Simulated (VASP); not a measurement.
Here is a VASP 6.6.1 calculation.

The input INCAR:

```
SYSTEM = AlGa3N4
PREC     = Accurate       ! precision mode
ENCUT    = 520            ! plane-wave cutoff, eV
EDIFF    = 1E-6           ! SCF threshold, eV
ISMEAR   = 0              ! smearing method
SIGMA    = 0.05           ! smearing width, eV
LREAL    = Auto         
LASPH    = .TRUE.         ! aspherical terms in the spheres
NELM     = 60             ! most SCF steps
ALGO     = Normal         ! electronic algorithm
ISIF     = 2              ! what is computed and relaxed
LWAVE    = .FALSE.        ! write WAVECAR
LCHARG   = .FALSE.        ! write CHGCAR
GGA      = PS             ! functional
NBANDS   = 76             ! bands
LUSENCCL = .FALSE.
```

KPOINTS

```
Automatic mesh
0
G
  8 5 3
  0 0 0
```

File POSCAR:

```
AlGa3N4
1.0
    0.0000000000     -3.1649847989      0.0000000000
    0.0035856878      0.0000000000     -5.4784941327
   10.2855988132      0.0000000000     -1.3693805241
Al Ga N
2 6 8
Direct
    0.5000000000      0.1212294483      0.8456517113
    0.5000000000      0.2462294483      0.3456517113
    0.5000000000      0.6413533321      0.0949083513
    0.5000000000      0.5163533321      0.5949083513
    0.0000000000      0.1447270768      0.0948636924
    0.0000000000      0.0197270768      0.5948636924
    0.0000000000      0.7474992485      0.3452808907
    0.0000000000      0.6224992485      0.8452808907
    0.5000000000      0.4336064903      0.9051843767
    0.5000000000      0.5586064903      0.4051843767
    0.0000000000     -0.0524193064      0.9041729896
    0.0000000000      0.0725806936      0.4041729896
    0.0000000000      0.7948907579      0.1555718196
    0.0000000000      0.6698907579      0.6555718196
    0.5000000000      0.2924619513      0.1609661733
    0.5000000000      0.1674619513      0.6609661733
```

Potentials or basis: VASP PAW PBE potentials, release 64 (Al, Ga_d, N).

Launch:

```sh
$ cat potpaw_PBE.64/Al/POTCAR potpaw_PBE.64/Ga_d/POTCAR potpaw_PBE.64/N/POTCAR > POTCAR
$ mpirun -np 1 vasp_std > vasp.out
```

Estimate the pressure.

-1.0 GPa.

What does it give for the band gap on the k mesh?

1.48 eV (least direct gap 1.49 eV).

Forces in eV/Å, atoms in the order of the input:
```
Al  -0.245  0.000  0.173
Al   0.436  0.000  0.071
Ga  -0.257  0.000  0.657
Ga   0.280  0.000  0.010
Ga  -0.352  0.000  0.616
Ga   0.312  0.000 -0.030
Ga   0.353  0.000  0.113
Ga  -0.310  0.000  0.133
N    0.071  0.000 -1.269
N   -0.183  0.000  0.013
N   -0.335  0.000 -1.375
N   -0.270  0.000  0.016
N    0.561  0.000  0.549
N   -0.292  0.000 -0.093
N    0.585  0.000  0.474
N   -0.355  0.000 -0.057
```

Caveat: the cell differs from its parent crystal (the part above a cut slid along it); the stress differs along the axes, from -5 to 5 GPa; the PAW data sets were made with another functional, which shifts forces and pressure a little. A k mesh can miss the band edges.
